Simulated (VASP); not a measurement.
The system is YTe.

```
CELL_PARAMETERS angstrom
0.00000 3.04000 3.04000
3.04000 0.00000 3.04000
3.04000 3.04000 0.00000
ATOMIC_POSITIONS crystal
Y 0.44000 0.44000 0.56000
Te 0.06000 0.06000 0.94000
```

This cell differs from its parent crystal: shortest bond scaled by 0.76.

Base run:

| Quantity | Value |
| --- | --- |
| Program | VASP 6.6.1 |
| Functional | LDA |
| Potentials or basis | VASP PAW LDA potentials, release 64 (Y_sv, Te) |
| Cutoff | 520 eV |
| k mesh | 9 × 9 × 9 |
| Occupations | fermi-dirac, width 0.05 eV |
| Spin | no spin polarisation |

Its results: band gap on the k mesh zero (an odd number of electrons rules out a gap without spin polarisation); pressure 18.0 GPa; largest force 10.569 eV/Å.

Q: The run is repeated on the same cell with these changes: hubbard terms from none to Y d U = 6.0 eV. What comes out?

A: Band gap on the k mesh zero (an odd number of electrons rules out a gap without spin polarisation); pressure 26.8 GPa; largest force 12.338 eV/Å.

Caveats: the cell stands under pressure; spin-orbit coupling is left out, which moves the levels of the heavy elements; forces of over 1 eV/Å act on the atoms, so gaps and moduli don't describe the material at rest; U without spin polarisation on a metal has little footing (at least some runs); the U is typed as a test and isn't derived for this compound (at least some runs).
